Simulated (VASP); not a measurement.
A run of VASP 6.6.1 is set up as follows.

Contents of INCAR:

```
PREC = Accurate ; ENCUT = 500
EDIFF = 1E-6 ; ISMEAR = 0
SIGMA = 0.1 ; LREAL = F
LASPH = T ; NELM = 120
ALGO = Normal ; ISIF = 2
LWAVE = F ; LCHARG = F
GGA = PS ; NBANDS = 19
GGA_COMPAT = F
```

The input KPOINTS:

```
regular mesh
0
Gamma
  6 6 2
```

Contents of POSCAR:

```
SiCl
1.0
    3.4173961775      0.0000000000      0.0000000000
   -1.7086980887      2.9595519044      0.0000000000
    0.0000000000      0.0000000000      9.2699774664
Si Cl
2 2
Direct
    0.3333333300      0.6666666700      0.3056027366
    0.6666666700      0.3333333300      0.8056027366
    0.3333333300      0.6666666700      0.0693982634
    0.6666666700      0.3333333300      0.5693982634
```

Potentials or basis: VASP PAW PBE potentials, release 64 (Si, Cl).

The run is started by

```bash
$ cat potpaw_PBE.64/Si/POTCAR potpaw_PBE.64/Cl/POTCAR > POTCAR
$ mpirun -np 1 vasp_std > vasp.out
```

What does it give for the band gap on the k mesh?

Zero (band 11 reaches 7.17 eV, above the bottom of band 12 at 2.55 eV).

Predict the largest force.

0.847 eV/Å.

What does it give for the pressure?

-5.0 GPa.

Stress tensor (GPa, compression positive):
```
-5.74  0.00  0.00
 0.00 -5.74  0.00
 0.00  0.00 -3.59
```

Caveat: the cell differs from its parent crystal (Sn replaced by Si, lengths x 0.930, strained); the PAW data sets were made with another functional, which shifts forces and pressure a little.
